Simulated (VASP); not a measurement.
# Al3Au (I4/mmm) in VASP: notebook

Aim: see how the results for Al3Au move with the level of theory and the settings. Levels: LDA, PBE. Tasks: single point.

All numbers are computed with VASP 6.6.1; they aren't measurements. Logs are shortened: lines on timing, memory, paths and dates and some standing lists are left out, and cuts for length are marked.

## (1) The cell of the first run

Symmetry: I4/mmm, No. 139, tetragonal system. Conventional cell: a = 4.051 Å, b = 4.051 Å, c = 8.113 Å, α = 90.00°, β = 90.00°, γ = 90.00°. Au (site symmetry 4/mmm) has 12 Al at 2.86 to 2.87 Å within 3.8 Å. Within 3.8 Å of Al (site symmetry 4/mmm) lie 4 Au at 2.86 Å and 8 Al at 2.87 Å. Al (site symmetry -4m2) has 8 Al at 2.86 to 2.87 Å and 4 Au at 2.87 Å within 3.8 Å.

## (2) Single point, LDA

File INCAR:

```
SYSTEM = Al3Au
ALGO = Normal ; EDIFF = 1E-6
ENCUT = 520 ; ISIF = 2
ISMEAR = -1 ; LASPH = .True.
LCHARG = .False. ; LREAL = .False.
LWAVE = .False. ; NBANDS = 18
NELM = 100 ; PREC = Accurate
SIGMA = 0.05
```

File KPOINTS:

```
k-points
0
Gamma
  9 9 9
  0 0 0
```

File POSCAR:

```
Al3Au
1.0
   -2.0253330000      2.0253330000      4.0566000000
    2.0253330000     -2.0253330000      4.0566000000
    2.0253330000      2.0253330000     -4.0566000000
Au Al
1 3
Direct
    0.0000000000      0.0000000000      0.0000000000
    0.5000000000      0.5000000000      0.0000000000
    0.2500000000      0.7500000000      0.5000000000
    0.7500000000      0.2500000000      0.5000000000
```

Potentials or basis: VASP PAW LDA potentials, release 64 (Au, Al).

On the command line:

```console
$ cat potpaw_LDA.64/Au/POTCAR potpaw_LDA.64/Al/POTCAR > POTCAR
$ mpirun -np 1 vasp_std > vasp.out
```

OUTCAR:

```text
SYSTEM = Al3Au
   EDIFF = 1E-6
   ENCUT = 520
   ISIF = 2
   ISMEAR = -1
   LASPH = .True.
   LREAL = .False.
   NELM = 100
   PREC = Accurate

 ion  position               nearest neighbor table
   1  0.000  0.000  0.000-   2 2.86   2 2.86   2 2.86   2 2.86   4 2.87   3 2.87   4 2.87   3 2.87
                             4 2.87   4 2.87   3 2.87   3 2.87
   2  0.500  0.500  0.000-   1 2.86   1 2.86   1 2.86   1 2.86   4 2.87   3 2.87   4 2.87   4 2.87
                             3 2.87   3 2.87   4 2.87   3 2.87
   3  0.250  0.750  0.500-   4 2.86   4 2.86   4 2.86   4 2.86   2 2.87   1 2.87   2 2.87   2 2.87
                             1 2.87   1 2.87   2 2.87   1 2.87
   4  0.750  0.250  0.500-   3 2.86   3 2.86   3 2.86   3 2.86   2 2.87   1 2.87   2 2.87   1 2.87
                             2 2.87   2 2.87   1 2.87   1 2.87

  LATTYP: Found a body centered tetragonal cell.
 ALAT       =     4.0506660000
 C/A-ratio  =     2.0029298886

  Lattice vectors:

 A1 = (  -2.0253330000,   2.0253330000,   4.0566000000)
 A2 = (   2.0253330000,  -2.0253330000,   4.0566000000)
 A3 = (   2.0253330000,   2.0253330000,  -4.0566000000)

Analysis of symmetry for initial positions (statically):
=====================================================================
 Subroutine PRICEL returns:
 Original cell was already a primitive cell.

 Routine SETGRP: Setting up the symmetry group for a
 body centered tetragonal supercell.

 Subroutine GETGRP returns: Found 16 space group operations
 (whereof 16 operations were pure point group operations)
 out of a pool of 16 trial point group operations.

The static configuration has the point symmetry D_4h.

Analysis of symmetry for dynamics (positions and initial velocities):
=====================================================================
 Subroutine PRICEL returns:
 Original cell was already a primitive cell.

 Routine SETGRP: Setting up the symmetry group for a
 body centered tetragonal supercell.

 Subroutine GETGRP returns: Found 16 space group operations
 (whereof 16 operations were pure point group operations)
 out of a pool of 16 trial point group operations.

The dynamic configuration has the point symmetry D_4h.

 Subroutine INISYM returns: Found 16 space group operations
 (whereof 16 operations are pure point group operations),
 and found     1 'primitive' translations

----------------------------------------------------------------------------------------

                                     Primitive cell

  volume of cell :      66.5603

  direct lattice vectors                    reciprocal lattice vectors
    -2.025333000  2.025333000  4.056600000     0.000000000  0.246872983  0.123255929
     2.025333000 -2.025333000  4.056600000     0.246872983  0.000000000  0.123255929
     2.025333000  2.025333000 -4.056600000     0.246872983  0.246872983  0.000000000

  length of vectors
     4.965878682  4.965878682  4.965878682     0.275931683  0.275931683  0.349131121

  position of ions in fractional coordinates (direct lattice)
     0.000000000  0.000000000  0.000000000
     0.500000000  0.500000000  0.000000000
     0.250000000  0.750000000  0.500000000
     0.750000000  0.250000000  0.500000000

  ion indices of the primitive-cell ions
   primitive index   ion index
                 1           1
                 2           2
                 3           3
                 4           4

----------------------------------------------------------------------------------------

 KPOINTS: k-points

Automatic generation of k-mesh.
 Grid dimensions read from file:
 generate k-points for:    9    9    9

 Generating k-lattice:

  Cartesian coordinates                     Fractional coordinates (reciprocal lattice)
     0.000000000  0.027430331  0.013695103     0.111111111 -0.000000000  0.000000000
     0.027430331  0.000000000  0.013695103    -0.000000000  0.111111111  0.000000000
     0.027430331  0.027430331  0.000000000     0.000000000  0.000000000  0.111111111

  Length of vectors
     0.030659076  0.030659076  0.038792347

  Shift w.r.t. Gamma in fractional coordinates (k-lattice)
     0.000000000  0.000000000  0.000000000

 Subroutine IBZKPT returns following result:
 ===========================================

 Found     75 irreducible k-points:

 Following reciprocal coordinates:
            Coordinates               Weight
  0.000000  0.000000  0.000000      1.000000
  0.111111 -0.000000  0.000000      8.000000
  0.222222 -0.000000  0.000000      8.000000
  0.333333 -0.000000  0.000000      8.000000
  0.444444 -0.000000  0.000000      8.000000
  0.111111  0.111111  0.000000      8.000000
[... 16 lines left out ...]
 -0.333333  0.333333  0.000000      4.000000
  0.444444  0.444444  0.000000      8.000000
 [... further k-points ...]
   k-points           NKPTS =     75   k-points in BZ     NKDIM =     75   number of bands    NBANDS=     18
   number of dos      NEDOS =    301   number of ions     NIONS =      4
   total plane-waves  NPLWV =  64000
   dimension x,y,z NGX =    40 NGY =   40 NGZ =   40
   dimension x,y,z NGXF=    80 NGYF=   80 NGZF=   80
   ions per type =               1   3
   NGX,Y,Z   is equivalent  to a cutoff of  13.39, 13.39, 13.39 a.u.
   NGXF,Y,Z  is equivalent  to a cutoff of  26.78, 26.78, 26.78 a.u.
 SYSTEM =  Al3Au
   PREC   = accura    normal or accurate (medium, high low for compatibility)
   ISTART =      0    job   : 0-new  1-cont  2-samecut
   ICHARG =      2    charge: 1-file 2-atom 10-const
   ISPIN  =      1    spin polarized calculation?
   LNONCOLLINEAR =      F non collinear calculations
   LSORBIT =      F    spin-orbit coupling
   LASPH  =      T    aspherical Exc in radial PAW
   ENCUT  =  520.0 eV  38.22 Ry    6.18 a.u.   9.23  9.23  9.23*2*pi/ulx,y,z
   NELM   =    100;   NELMIN=  2; NELMDL= -5     # of ELM steps
   EDIFF  = 0.1E-05   stopping-criterion for ELM
   LREAL  =      F    real-space projection
   EDIFFG = 0.1E-04   stopping-criterion for IOM
   NSW    =      0    number of steps for IOM
   IBRION =     -1    ionic relax: 0-MD 1-quasi-New 2-CG
   NFREE  =      0    steps in history (QN), initial steepest desc. (CG)
   ISIF   =      2    stress and relaxation
   ISYM   =      2    0-nonsym 1-usesym 2-fastsym
   POTIM  = 0.5000    time-step for ionic-motion
   TEBEG  =    0.0;   TEEND  =   0.0 temperature during run
   PSTRESS=    0.0 pullay stress
   NELECT =      20.0000    total number of electrons
   NUPDOWN=      -1.0000    fix difference up-down
   EMIN   =  10.00;   EMAX   =-10.00  energy-range for DOS
   EFERMI =   0.00;   METHOD = LEGACY
   ISMEAR =    -1;   SIGMA  =   0.05  broadening in eV -4-tet -1-fermi 0-gaus
   EFERMI_NEDOS =   21; number of points for ismear=-14 and -15
   IALGO  =     38    algorithm
   IMIX   =      4    mixing-type and parameters
     AMIX     =   0.40;   BMIX     =  1.00
     AMIX_MAG =   1.60;   BMIX_MAG =  1.00
  volume/ion in A,a.u.               =      16.64       112.29
  Fermi-wavevector in a.u.,A,eV,Ry     =   1.096511  2.072106 16.358791  1.202337
  Thomas-Fermi vector in A             =   2.232855
   LORBIT       =      0    0 simple, 1 ext, 2 COOP (PROOUT), +10 PAW based schemes
   GGA     = CA    functional components
   LHFCALC =     F    Hartree Fock is set to
   AEXX    =    0.0000 exact exchange contribution
   IVDW    =     0    specifies the selected vdW correction
   LEPSILON=     F    determine dielectric tensor
   LRPA    =     F    only Hartree local field effects (RPA)
 non-spin polarized calculation
  energy-cutoff  :      520.00
  volume of cell :       66.56
 maximum number of plane-waves:      1808
 NGX is ok and might be reduce to    40
   NGX = 19   NGY = 19   NGZ = 19

 number of electron      19.9999999 magnetization

 Free energy of the ion-electron system (eV)
  ---------------------------------------------------
  ext. energy  EPLUGINS =         0.00000000
  ---------------------------------------------------
  free energy    TOTEN  =       -17.53591384 eV

  energy without entropy =      -17.52435222  energy(sigma->0) =      -17.53013303

 E-fermi :   8.5845     XC(G=0): -11.0164

 val. band max:        8.5672098182   @ k =  -0.4444   0.1111   0.0000
 cond. band min:       8.6254953954   @ k =  -0.1111   0.4444   0.1111
 fundamental gap:      0.0582855771
 Fermi energy:         8.5845117777

 k-point     1 :       0.0000    0.0000    0.0000
  band No.  band energies     occupation
      1      -2.6172      2.00000
      2       2.5130      2.00000
      3       2.5686      2.00000
      4       2.7772      2.00000
      5       2.7772      2.00000
      6       3.2731      2.00000
[... 10 lines left out ...]
     17      14.8094      0.00000
     18      14.8094      0.00000

 k-point     2 :       0.1111   -0.0000    0.0000
  band No.  band energies     occupation
      1      -2.4685      2.00000
      2       2.5192      2.00000
      3       2.5425      2.00000
      4       2.6992      2.00000
      5       2.8106      2.00000
      6       3.2150      2.00000
[... 10 lines left out ...]
     17      13.6420      0.00000
     18      14.3703      0.00000

 k-point     3 :       0.2222   -0.0000    0.0000
  band No.  band energies     occupation
      1      -2.0276      2.00000
      2       2.2023      2.00000
      3       2.4866      2.00000
      4       2.8346      2.00000
      5       2.8832      2.00000
      6       3.0919      2.00000
[... 10 lines left out ...]
     17      13.3281      0.00000
     18      15.0877      0.00000

 k-point     4 :       0.3333   -0.0000    0.0000
  band No.  band energies     occupation
      1      -1.3130      2.00000
      2       1.6550      2.00000
      3       2.3540      2.00000
      4       2.8588      2.00000
      5       3.0516      2.00000
      6       3.0782      2.00000
[... 375 lines left out ...]
      4       2.7882      2.00000
      5       3.0679      2.00000
      6       3.3642      2.00000
[... 10 lines left out ...]
     17      16.7182      0.00000
     18      18.4242      0.00000

 k-point    23 :      -0.3333    0.3333    0.0000
  band No.  band energies     occupation
      1      -0.5767      2.00000
      2       1.8841      2.00000
      3       2.2684      2.00000
      4       2.6594      2.00000
      5       3.0971      2.00000
      6       3.1000      2.00000
[... 10 lines left out ...]
     17      15.6395      0.00000
     18      17.0161      0.00000

 k-point    24 :       0.4444    0.4444    0.0000
  band No.  band energies     occupation
      1       0.9501      2.00000
      2       1.5295      2.00000
      3       2.1545      2.00000
      4       2.7270      2.00000
      5       2.9247      2.00000
      6       3.6072      2.00000
[... 10 lines left out ...]
     17      17.9182      0.00000
     18      19.0793      0.00000

 [... further k-points ...]

------------------------ aborting loop because EDIFF is reached ----------------------------------------

  FORCE on cell =-STRESS in cart. coord.  units (eV):
  Direction    XX          YY          ZZ          XY          YZ          ZX
  --------------------------------------------------------------------------------------
  -------------------------------------------------------------------------------------
  Total       -1.9165328     -1.9165328     -2.1138509      0.0000000     -0.0000000      0.0000000
  in kB      -46.1330088    -46.1330088    -50.8826694      0.0000000     -0.0000000      0.0000000
  external PRESSURE =     -47.7162290 kB  Pullay stress =       0.0000000 kB

 VOLUME and BASIS-vectors are now :
 -----------------------------------------------------------------------------
  energy-cutoff  :      520.00
  volume of cell :       66.56
      direct lattice vectors                 reciprocal lattice vectors
    -2.025333000  2.025333000  4.056600000     0.000000000  0.246872983  0.123255929
     2.025333000 -2.025333000  4.056600000     0.246872983  0.000000000  0.123255929
     2.025333000  2.025333000 -4.056600000     0.246872983  0.246872983  0.000000000

 POSITION                                       TOTAL-FORCE (eV/Angst)
 -----------------------------------------------------------------------------------
      0.00000      0.00000      0.00000        -0.000000      0.000000      0.000000
      0.00000      0.00000      4.05660        -0.000000      0.000000      0.000000
      2.02533      0.00000      2.02830         0.000000      0.000000      0.000000
      0.00000      2.02533      2.02830         0.000000     -0.000000     -0.000000
 -----------------------------------------------------------------------------------
    total drift:                               -0.000000     -0.000000      0.000000

  FREE ENERGIE OF THE ION-ELECTRON SYSTEM (eV)
  ---------------------------------------------------
  free  energy   TOTEN  =       -17.5359138413 eV

  energy  without entropy=      -17.5243522157  energy(sigma->0) =      -17.53013303
```

It took 2.7 min on 1 thread of Intel Xeon 8259CL, shared host; peak memory 0.25 GiB.

What came out:

```
Free energy            : -17.5359 eV
Pressure               : -4.8 GPa
Band gap on the k mesh : zero (bands 10 and 11 overlap by 3.19 eV)
```

Caveat: the cell stands under tension; spin-orbit coupling is left out, which moves the levels of the heavy elements.

(Part 1 of 2 ends here.)
